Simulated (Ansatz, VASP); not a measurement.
**One calculation of CoO, two programs**

The input INCAR:

```
PREC = Accurate ; ENCUT = 520
EDIFF = 1E-6 ; ISMEAR = -1
SIGMA = 0.05 ; LREAL = F
LASPH = T ; NELM = 150
ALGO = Normal ; ISIF = 2
LWAVE = F ; LCHARG = F
ISPIN = 2 ; MAGMOM = 3.5 0
LORBIT = 11 ; LMAXMIX = 4
GGA = PE ; NBANDS = 18
```

KPOINTS

```
Automatic mesh
0
Gamma
  11 11 10
```

Contents of POSCAR:

```
CoO
1.0
    2.8284500000      0.0000000000      0.0000000000
   -1.4142300000      2.4495100000      0.0000000000
    0.0000000000      0.0000000000      2.7217200000
Co O
1 1
Direct
    0.0000000000      0.0000000000      0.5000000000
    0.6666700000      0.3333300000      0.0000000000
```

input.yaml

```yaml
crystal:
  lattice:
    - [2.82845, 0.0, 0.0]
    - [-1.41423, 2.44951, 0.0]
    - [0.0, 0.0, 2.72172]
  atoms:
    - { symbol: Co, position: [0.0, 0.0, 0.5], spin: 3.5 }
    - { symbol: O, position: [0.66667, 0.33333, 0.0] }
hamiltonian:
  xc: pbe
  pseudopotentials: { kind: paw }
magnetization:
  spin_polarized: true
kpoints:
  mp_grid: { grid: [11, 11, 10] }
scf:
  occupations: { method: fermi_dirac, width: 0.05 }
output:
  forces: true
  stress: true
  eigenvalues: true
  write_density: true
  write_potential: true
  elf: true
  volumetric_format: npy
```

Alike in both runs: task single point; functional PBE; k mesh 11 × 11 × 10; occupations fermi-dirac, width 0.05 eV; collinear spin.

```csv
,VASP,Ansatz
version,VASP 6.6.1,Ansatz 0.2.0
potentials or method,"VASP PAW PBE potentials, release 64 (Co, O)",Ansatz PAW
plane-wave cutoff (eV),520,420
valence electrons in the cell,15,23
```

```csv
,VASP,Ansatz,Ansatz less VASP
gap on the k mesh at the Fermi level (eV),none,none,-
pressure (GPa),-0.5,0.1,+0.54
"traceless stress, the component that is largest in VASP (GPa)",-0.37,-0.07,+0.305
net moment per atom (μB),1.50,1.50,+0.001
size of the moment on the site where the two differ most (μB),2.55,2.50,-0.044
```

Site moments also hang on the region over which each program counts them. A gap of «none» marks a metal or a gap that the smearing closes. With one functional, cell and mesh, what is left measures potentials, basis and numerics. VASP's potentials hold 15 valence electrons a cell and Ansatz's 23, so a difference there can come from the potentials and not from the codes.
